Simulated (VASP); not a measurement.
A run of VASP 6.6.1 is set up as follows.

The input INCAR:

```
PREC     = Accurate       # precision mode
ENCUT    = 520            # plane-wave cutoff, eV
EDIFF    = 1E-6           # SCF threshold, eV
ISMEAR   = -1             # smearing method
SIGMA    = 0.05           # smearing width, eV
LREAL    = F              # projectors in reciprocal space
LASPH    = T              # aspherical terms in the spheres
NELM     = 60             # most SCF steps
ALGO     = Normal         # electronic algorithm
ISIF     = 2              # what is computed and relaxed
LWAVE    = F              # write WAVECAR
LCHARG   = F              # write CHGCAR
GGA      = PS             # functional
IVDW     = 12             # dispersion correction
NBANDS   = 22             # bands
```

File KPOINTS:

```
regular mesh
0
Gamma
  7 7 7
```

The input POSCAR:

```
Bi
1.0
    2.2401462581      1.2933490451      3.7451063570
   -2.2401462581      1.2933490451      3.7451063570
    0.0000000000     -2.5866980903      3.7451063570
Bi
2
Direct
    0.7606563310      0.7606563310      0.7606563310
    0.2393436690      0.2393436690      0.2393436690
```

Potentials or basis: VASP PAW PBE potentials, release 64 (Bi_d).

Command:

```console
$ cat potpaw_PBE.64/Bi_d/POTCAR > POTCAR
$ mpirun -np 1 vasp_std > vasp.out
```

What does it give for the dispersion energy per atom?

-0.500 eV.

What does it give for the pressure?

-0.1 GPa.

Forces in eV/Å, atoms in the order of the input:
```
Bi   0.000  0.000 -0.008
Bi   0.000  0.000  0.008
```

Caveat: the PAW data sets were made with another functional, which shifts forces and pressure a little.
